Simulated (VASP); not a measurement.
Set up this calculation in VASP 6.6.1, as the native input.

| Quantity | Value |
| --- | --- |
| Task | single point |
| Functional | PBEsol |
| Potentials or basis | VASP PAW PBE potentials, release 64 (K_sv, I) |
| Cutoff | 520 eV |
| k mesh | 6 × 6 × 6 |
| Occupations | gaussian, width 0.05 eV |
| Spin | no spin polarisation |
| Dipole correction | no |
| Further INCAR settings | ALGO = Normal; EDIFF = 1e-06; NBANDS = 15 |

The structure of KI lies in POSCAR:

```
KI
1.0
    4.2911966600      0.0000000000      0.0000000000
    0.0000000000      4.2911966600      0.0000000000
    0.0000000000      0.0000000000      4.2911966600
K I
1 1
Direct
    0.0185378390      0.0185378390      0.0000000000
    0.5000000000      0.5000000000      0.5000000000
```

This cell differs from its parent crystal: all K atoms moved +0.113 Å, as atom 1 along Cartesian [1 1 0].

The input as run:

INCAR

```
ALGO = Normal
EDIFF = 1E-6
ENCUT = 520
GGA = PS
ISIF = 2
ISMEAR = 0
LASPH = True
LCHARG = False
LREAL = False
LWAVE = False
NBANDS = 15
NELM = 60
PREC = Accurate
SIGMA = 0.05
```

KPOINTS

```
k-points
0
Gamma
  6 6 6
```

Potentials or basis: VASP PAW PBE potentials, release 64 (K_sv, I).

Launch:

```console
$ cat potpaw_PBE.64/K_sv/POTCAR potpaw_PBE.64/I/POTCAR > POTCAR
$ mpirun -np 1 vasp_std > vasp.out
```

Results of the run:

| Property | Result |
| --- | --- |
| Pressure | -0.5 GPa |
| Largest force | 0.054 eV/Å |
| Band gap on the k mesh | 3.19 eV (least direct gap 3.55 eV) |

Caveat: the cell differs from its parent crystal (all K atoms moved +0.113 Å, as atom 1 along Cartesian [1 1 0]); the PAW data sets were made with another functional, which shifts forces and pressure a little; spin-orbit coupling is left out, which moves the levels of the heavy elements.

Run time: 42 s on 1 thread of Intel Xeon 8259CL, with other jobs on the host, peak memory 0.22 GiB.
